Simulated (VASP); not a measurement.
Wanted: the native input for a VASP 6.6.1 run.

| Quantity | Value |
| --- | --- |
| Task | single point |
| Functional | PBE |
| Potentials or basis | VASP PAW PBE potentials, release 64 (Ga_d, Sb) |
| Cutoff | 520 eV |
| k mesh | 16 × 16 × 16 |
| Occupations | gaussian, width 0.15 eV |
| Spin | no spin polarisation |
| Dipole correction | no |
| Further INCAR settings | ALGO = Normal; EDIFF = 1e-07; NBANDS = 16 |

The structure of GaSb lies in POSCAR:

```
GaSb
1.0
   -2.5723000000      2.5723000000      1.7076500000
    2.5723000000     -2.5723000000      1.7076500000
    2.5723000000      2.5723000000     -1.7076500000
Ga Sb
1 1
Direct
    0.2500000000      0.7500000000      0.5000000000
    0.0000000000      0.0000000000      0.0000000000
```

These files were run (other wordings do the same):

INCAR

```
PREC = Accurate ; ENCUT = 520
EDIFF = 1E-7 ; ISMEAR = 0
SIGMA = 0.15 ; LREAL = F
LASPH = T ; NELM = 100
ALGO = Normal ; ISIF = 2
LWAVE = F ; LCHARG = T
GGA = PE ; LELF = T
LVHAR = T ; NBANDS = 16
```

KPOINTS

```
regular mesh
0
Gamma
  16 16 16
```

Potentials or basis: VASP PAW PBE potentials, release 64 (Ga_d, Sb).

Command:

```console
$ cat potpaw_PBE.64/Ga_d/POTCAR potpaw_PBE.64/Sb/POTCAR > POTCAR
$ mpirun -np 1 vasp_std > vasp.out
```

It gave:

- Pressure: 6.2 GPa
- Band gap on the k mesh: zero (bands 9 and 10 overlap by 5.36 eV)

Caveat: the stress differs along the axes, from 2 to 9 GPa; spin-orbit coupling is left out, which moves the levels of the heavy elements.

Wall time 2 min on 1 thread of Intel(R) Xeon(R) 6975P-C (Granite Rapids), on a shared host, peak memory 0.38 GiB.
